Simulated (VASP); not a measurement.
Set up this calculation in VASP 6.6.1, as the native input.

```yaml
Task: single point
Functional: PBEsol
Potentials_or_basis: VASP PAW PBE potentials, release 64 (Mg, C)
Cutoff: 520 eV
k_mesh: 8 × 8 × 6
Occupations: gaussian, width 0.02 eV
Spin: no spin polarisation
Dipole_correction: no
Further_INCAR_settings: ALGO = Normal; EDIFF = 1e-06; NBANDS = 16
```

The structure of Mg2C3 lies in POSCAR:

```
Mg2C3
1.0
    2.3791432833     -2.3049844652      0.0088890575
    2.3791432833      2.3049844652      0.0088890575
   -1.1907420534      0.0000000000      4.7893176583
Mg C
2 3
Direct
    0.8089239934      0.8089239934      0.2004965181
    0.1910760066      0.1910760066      0.7995034819
    0.2992112732      0.2992112732      0.2622948177
    0.7007887268      0.7007887268      0.7377051823
    0.5000000000      0.5000000000      0.5000000000
```

These files were run (other wordings do the same):

INCAR

```
ALGO = Normal ; EDIFF = 1E-6
ENCUT = 520 ; GGA = PS
ISIF = 2 ; ISMEAR = 0
LASPH = True ; LCHARG = False
LREAL = False ; LWAVE = False
NBANDS = 16 ; NELM = 60
PREC = Accurate ; SIGMA = 0.02
```

KPOINTS

```
k-points
0
Gamma
  8 8 6
```

Potentials or basis: VASP PAW PBE potentials, release 64 (Mg, C).

Launch:

```console
$ cat potpaw_PBE.64/Mg/POTCAR potpaw_PBE.64/C/POTCAR > POTCAR
$ mpirun -np 1 vasp_std > vasp.out
```

It gave:

```json
{"Pressure": "3.0 GPa", "Largest force": "0.063 eV/Å", "Band gap on the k mesh": "1.71 eV (least direct gap 2.46 eV)"}
```

Caveat: the PAW data sets were made with another functional, which shifts forces and pressure a little.

Run time: 2.2 min on 1 thread of Intel Xeon 8259CL, with other jobs on the host, peak memory 0.24 GiB.
